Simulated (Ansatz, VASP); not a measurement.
## Two plane-wave programs on Pb

Contents of POSCAR:

```
Pb
1.0
    5.4069398788      0.0000000000      0.0000000000
   -2.7034699394      4.6825472917      0.0000000000
    0.0000000000      0.0000000000      3.2629962549
Pb
3
Direct
    1.0000000000      1.0000000000      0.0000000000
    0.3333333333      0.6666666667      0.5000000000
    0.6666666667      0.3333333333      0.5000000000
```

Contents of INCAR.step1:

```
PREC = Accurate
ENCUT = 520
ISMEAR = -1
SIGMA = 0.1
LREAL = False
LASPH = True
NELM = 100
NBANDS = 28
GGA = PE
ALGO = Normal
EDIFF = 1E-4
LWAVE = True
LCHARG = False
```

Contents of INCAR.step2:

```
PREC = Accurate
ENCUT = 520
EDIFF = 1E-6
ISMEAR = -1
SIGMA = 0.1
LREAL = False
LASPH = True
NELM = 100
ALGO = Normal
ISIF = 2
LWAVE = False
LCHARG = True
METAGGA = R2SCAN
LMIXTAU = True
LELF = True
LVHAR = True
NBANDS = 28
ISTART = 1
```

KPOINTS

```
regular mesh
0
Gamma
  7 7 10
```

Input for Ansatz:

```yaml
crystal:
  lattice:
    - [5.4069398788, 0.0, 0.0]
    - [-2.7034699394, 4.6825472917, 0.0]
    - [0.0, 0.0, 3.2629962549]
  atoms:
    - { symbol: Pb, position: [1.0, 1.0, 0.0] }
    - { symbol: Pb, position: [0.3333333333, 0.6666666667, 0.5] }
    - { symbol: Pb, position: [0.6666666667, 0.3333333333, 0.5] }
hamiltonian:
  xc: r2scan
  pseudopotentials:
    kind: paw
    azcp:
      Pb: "pseudopotentials/Pb.paw.azcp"
basis:
  ecutwfc: 500
  fft_grid_basis: typed
kpoints:
  mp_grid: { grid: [7, 7, 10], shift: [0, 0, 0] }
magnetization:
  spin_polarized: false
scf:
  occupations: { method: fermi_dirac, width: 0.1 }
  lower_state_search: "off"
output:
  stress: true
```

Alike in both runs: task single point; functional r2SCAN; k mesh 7 × 7 × 10; occupations fermi-dirac, width 0.1 eV; no spin polarisation.

|  | VASP | Ansatz |
| --- | --- | --- |
| version | VASP 6.6.1 | Ansatz 0.2.0 |
| potentials or method | VASP PAW PBE potentials, release 64 (Pb_d), cutoff 520 eV | plane waves (500 eV) with PAW, scalar-relativistic |
| valence electrons in the cell | 42 | 42 |

|  | VASP | Ansatz | Ansatz less VASP |
| --- | --- | --- | --- |
| pressure (GPa) | 7.6 | 7.5 | -0.03 |
| traceless stress, the component that is largest in VASP (GPa) | -0.54 | -0.52 | +0.013 |

VASP's potentials were made for PBE, not for r2SCAN.

Spin-orbit coupling is off throughout.
